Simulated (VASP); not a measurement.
# PtSe2 (P-3m1) in VASP: vibrations by perturbation theory with PBEsol

Aim: the vibrations by perturbation theory of PtSe2 with PBEsol.

Everything below comes from runs of VASP 6.6.1. Logs are shortened: lines on timing, memory, paths and dates and some standing lists are left out, and cuts for length are marked.

**1. The cell of the first run**

The structure is trigonal, space group P-3m1 (No. 164). Conventional cell: a = 3.749 Å, b = 3.749 Å, c = 4.731 Å, α = 90.00°, β = 90.00°, γ = 120.00°. Within 3.3 Å of Pt (site symmetry -3m) lie 6 Se at 2.51 Å. Se (site symmetry 3m) has 3 Pt at 2.51 Å and 6 Se at 3.09 to 3.33 Å within 3.4 Å.

**2. Vibrations by perturbation theory, PBEsol**

The input, INCAR:

```
SYSTEM = PtSe2
  ALGO = Normal
  EDIFF = 1E-8
  ENCUT = 520
  GGA = PS
  IBRION = 8
  ISIF = 2
  ISMEAR = -1
  LASPH = .TRUE.
  LCHARG = .FALSE.
  LREAL = .FALSE.
  LWAVE = .FALSE.
  NELM = 100
  NSW = 1
  PREC = Accurate
  SIGMA = 0.15
```

The input, KPOINTS:

```
k-points
0
G
  12 12 8
  0 0 0
```

The input, POSCAR:

```
PtSe2
1.0
    3.7493550876      0.0000000000      0.0000000000
   -1.8746775438      3.2470367536      0.0000000000
    0.0000000000      0.0000000000      4.7305584751
Pt Se
1 2
Direct
    0.0000000000      0.0000000000      0.0000000000
    0.3333333333      0.6666666667      0.2675918022
    0.6666666667      0.3333333333      0.7324081978
```

Potentials or basis: VASP PAW PBE potentials, release 64 (Pt, Se).

On the command line:

```console
cat potpaw_PBE.64/Pt/POTCAR potpaw_PBE.64/Se/POTCAR > POTCAR
mpirun -np 1 vasp_std > vasp.out
```

OUTCAR:

```text
SYSTEM = PtSe2
   EDIFF = 1E-8
   ENCUT = 520
   GGA = PS
   IBRION = 8
   ISIF = 2
   ISMEAR = -1
   LASPH = .TRUE.
   LREAL = .FALSE.
   NELM = 100
   NSW = 1
   PREC = Accurate

 ion  position               nearest neighbor table
   1  0.000  0.000  0.000-   2 2.51   3 2.51   2 2.51   3 2.51   3 2.51   2 2.51
   2  0.333  0.667  0.268-   1 2.51   1 2.51   1 2.51
   3  0.667  0.333  0.732-   1 2.51   1 2.51   1 2.51

  LATTYP: Found a hexagonal cell.
 ALAT       =     3.7493550876
 C/A-ratio  =     1.2616992428

  Lattice vectors:

 A1 = (   3.7493550876,   0.0000000000,   0.0000000000)
 A2 = (  -1.8746775438,   3.2470367536,   0.0000000000)
 A3 = (   0.0000000000,   0.0000000000,   4.7305584751)

Analysis of symmetry for initial positions (statically):
=====================================================================
 Subroutine PRICEL returns:
 Original cell was already a primitive cell.

 Routine SETGRP: Setting up the symmetry group for a
 hexagonal supercell.

 Subroutine GETGRP returns: Found 12 space group operations
 (whereof 12 operations were pure point group operations)
 out of a pool of 24 trial point group operations.

The static configuration has the point symmetry D_3d.

Analysis of symmetry for dynamics (positions and initial velocities):
=====================================================================
 Subroutine PRICEL returns:
 Original cell was already a primitive cell.

 Routine SETGRP: Setting up the symmetry group for a
 hexagonal supercell.

 Subroutine GETGRP returns: Found 12 space group operations
 (whereof 12 operations were pure point group operations)
 out of a pool of 24 trial point group operations.

The dynamic configuration has the point symmetry D_3d.

 Subroutine INISYM returns: Found 12 space group operations
 (whereof 12 operations are pure point group operations),
 and found     1 'primitive' translations

----------------------------------------------------------------------------------------

                                     Primitive cell

  volume of cell :      57.5912

  direct lattice vectors                    reciprocal lattice vectors
     3.749355088  0.000000000  0.000000000     0.266712535  0.153986554  0.000000000
    -1.874677544  3.247036754  0.000000000     0.000000000  0.307973108  0.000000000
     0.000000000  0.000000000  4.730558475     0.000000000  0.000000000  0.211391531

  length of vectors
     3.749355088  3.749355088  4.730558475     0.307973108  0.307973108  0.211391531

  position of ions in fractional coordinates (direct lattice)
     0.000000000  0.000000000  0.000000000
     0.333333333  0.666666667  0.267591802
     0.666666667  0.333333333  0.732408198

  ion indices of the primitive-cell ions
   primitive index   ion index
                 1           1
                 2           2
                 3           3

----------------------------------------------------------------------------------------

 KPOINTS: k-points

Automatic generation of k-mesh.
 Grid dimensions read from file:
 generate k-points for:   12   12    8

 Generating k-lattice:

  Cartesian coordinates                     Fractional coordinates (reciprocal lattice)
     0.022226045  0.012832213  0.000000000     0.083333333 -0.000000000  0.000000000
     0.000000000  0.025664426  0.000000000     0.000000000  0.083333333  0.000000000
     0.000000000  0.000000000  0.026423941     0.000000000  0.000000000  0.125000000
[... 100 lines left out ...]
  ext. energy  EPLUGINS =         0.00000000
  ---------------------------------------------------
  free energy    TOTEN  =       -15.92304323 eV

  energy without entropy =      -15.86348309  energy(sigma->0) =      -15.89326316

 E-fermi :   6.9163     XC(G=0): -11.1515

 val. band max:        6.8835906711   @ k =   0.0000   0.0833   0.2500
 cond. band min:       6.9284092127   @ k =   0.0000   0.3333   0.2500
 fundamental gap:      0.0448185416
 Fermi energy:         6.9162961499

 k-point     1 :       0.0000    0.0000    0.0000
  band No.  band energies     occupation
      1      -8.9577      2.00000
      2      -5.5844      2.00000
      3      -0.3709      2.00000
      4       0.5536      2.00000
      5       0.5536      2.00000
      6       3.0975      2.00000
      7       3.0975      2.00000
      8       4.4885      2.00000
      9       5.9535      1.99674
     10       5.9535      1.99674
     11       7.8678      0.00351
     12       8.0140      0.00133
     13       8.0140      0.00133
     14      10.0836      0.00000
[... 401 lines left out ...]
      2      -5.9281      2.00000
      3      -0.0326      2.00000
      4       0.7041      2.00000
      5       1.1269      2.00000
      6       2.3709      2.00000
      7       2.9509      2.00000
      8       3.8116      2.00000
      9       5.0701      1.99999
     10       5.7818      1.99896
     11       7.0726      0.52139
     12       7.8515      0.00391
     13       8.2301      0.00031
     14      11.5486      0.00000
     15      12.0928      0.00000

 [... further k-points ...]
[... 5 lines left out ...]
  --------------------------------------------------------------------------------------
  -------------------------------------------------------------------------------------
  Total        0.7564975      0.7564975      0.7421642      0.0000000      0.0000000      0.0000000
  in kB       21.0456265     21.0456265     20.6468775      0.0000000      0.0000000      0.0000000
  external PRESSURE =      20.9127102 kB  Pullay stress =       0.0000000 kB

 VOLUME and BASIS-vectors are now :
 -----------------------------------------------------------------------------
  energy-cutoff  :      520.00
  volume of cell :       57.59
      direct lattice vectors                 reciprocal lattice vectors
     3.749355088  0.000000000  0.000000000     0.266712535  0.153986554  0.000000000
    -1.874677544  3.247036754  0.000000000     0.000000000  0.307973108  0.000000000
     0.000000000  0.000000000  4.730558475     0.000000000  0.000000000  0.211391531

 POSITION                                       TOTAL-FORCE (eV/Angst)
 -----------------------------------------------------------------------------------
      0.00000      0.00000      0.00000         0.000000      0.000000      0.000000
     -0.00000      2.16469      1.26586         0.000000     -0.000000      0.015915
      1.87468      1.08235      3.46470        -0.000000      0.000000     -0.015915
 -----------------------------------------------------------------------------------
    total drift:                               -0.000000      0.000000     -0.000000

  FREE ENERGIE OF THE ION-ELECTRON SYSTEM (eV)
  ---------------------------------------------------
  free  energy   TOTEN  =       -15.9230432318 eV

  energy  without entropy=      -15.8634830920  energy(sigma->0) =      -15.89326316

[... ionic steps 2 to 3 ...]

--------------------------------------- Ionic step        4  -------------------------------------------

------------------------ aborting loop because EDIFF is reached ----------------------------------------
[... 11 lines left out ...]
[... ionic steps 8 to 8 ...]

--------------------------------------- Ionic step        9  -------------------------------------------

 Free energy of the ion-electron system (eV)
  ---------------------------------------------------
  ---------------------------------------------------
  free energy    TOTEN  =        -0.08839005 eV

  energy without entropy =       -0.08837568

------------------------ aborting loop because EDIFF is reached ----------------------------------------

 INTERNAL STRAIN TENSOR  FOR ION    2  DIRECTION 3   (eV/Angst):
 -----------------------------------------------------------------------------
   -10.36304  0.00000 -0.00000
     0.00000-10.36304 -0.00000
    -0.00000  0.00000-11.03866

 INTERNAL STRAIN TENSOR FOR ION    3 for displacements in x,y,z  (eV/Angst):
          X           Y           Z          XY          YZ          ZX
  --------------------------------------------------------------------------------
  x    -0.00000     0.00000     0.00000    -4.17610     0.00000     7.47673
  y    -4.17610     4.17610     0.00000     0.00000     8.16044     0.00000
  z    10.36304    10.36304    11.03866     0.00000     0.00000     0.00000

 SECOND DERIVATIVES (NOT SYMMETRIZED)
 ------------------------------------
               1X          1Y          1Z          2X          2Y          2Z          3X          3Y          3Z
  1X   -15.323268    0.000000    0.000000    7.661634    0.000000    0.000000    7.661634    0.000000    0.000000
  1Y     0.000000  -15.323268    0.000000    0.000000    7.661634    0.000000    0.000000    7.661634    0.000000
  1Z     0.000000    0.000000  -15.122272    0.000000    0.000000    7.561136   -0.000000    0.000000    7.561136
  2X     7.666500    0.000000    0.000000   -7.522493    0.000000    0.000000   -0.144007    0.000000    0.000000
  2Y     0.000000    7.666500    0.000000    0.000000   -7.522493    0.000000    0.000000   -0.144007   -0.000000
  2Z    -0.000000    0.000000    7.560001    0.000000    0.000000  -10.021479    0.000000    0.000000    2.461478
  3X     7.666500    0.000000    0.000000   -0.144007    0.000000    0.000000   -7.522493    0.000000    0.000000
  3Y     0.000000    7.666500    0.000000    0.000000   -0.144007   -0.000000    0.000000   -7.522493    0.000000
  3Z    -0.000000    0.000000    7.560001    0.000000    0.000000    2.461478    0.000000    0.000000  -10.021479

 Eigenvectors and eigenvalues of the dynamical matrix
 ----------------------------------------------------

   1 f  =    6.551867 THz    41.166592 2PiTHz  218.546745 cm-1    27.096331 meV
             X         Y         Z           dx          dy          dz
      0.000000  0.000000  0.000000    -0.668736   -0.000001    0.000000
     -0.000000  2.164691  1.265859     0.525734    0.000000   -0.000000
      1.874678  1.082346  3.464700     0.525734    0.000000   -0.000000
[... 43 lines left out ...]
   9 f/i=    0.001034 THz     0.006498 2PiTHz    0.034499 cm-1     0.004277 meV
             X         Y         Z           dx          dy          dz
      0.000000  0.000000  0.000000     0.193837    0.717787   -0.000000
     -0.000000  2.164691  1.265859     0.123281    0.456515   -0.000000
      1.874678  1.082346  3.464700     0.123281    0.456515   -0.000000

--------------------------------------------------------------------------------------------------------

 ELASTIC MODULI CONTR FROM IONIC RELAXATION (kBar)
 Direction    XX          YY          ZZ          XY          YZ          ZX
 --------------------------------------------------------------------------------
 XX        -610.1853   -347.1656   -509.8828     -0.0000    256.9811      0.0000
 YY        -347.1656   -610.1853   -509.8828      0.0000   -256.9811     -0.0000
 ZZ        -509.8828   -509.8828   -543.1247     -0.0000      0.0000      0.0000
 XY          -0.0000      0.0000     -0.0000   -131.5098      0.0000    235.4503
 YZ         256.9811   -256.9811      0.0000      0.0000   -502.1622     -0.0000
 ZX           0.0000     -0.0000      0.0000    235.4503     -0.0000   -421.5414
 --------------------------------------------------------------------------------
```

It took 12 min on 1 thread of AMD EPYC 9R45 (Zen 5), shared host; peak memory 1.2 GiB.

What came out:

```
Highest phonon frequency at Γ, LO-TO splitting left out : 219 cm⁻¹
```

Phonon frequencies in cm⁻¹ (negative: imaginary):
```
              q point                    frequencies
(0.000, 0.000, 0.000)  0 0 0 159 159 207 217 219 219
```

Caveat: the cell stands under pressure or tension, which shifts response properties; the PAW data sets were made with another functional, which shifts forces and pressure a little; spin-orbit coupling is left out, which moves the levels of the heavy elements.
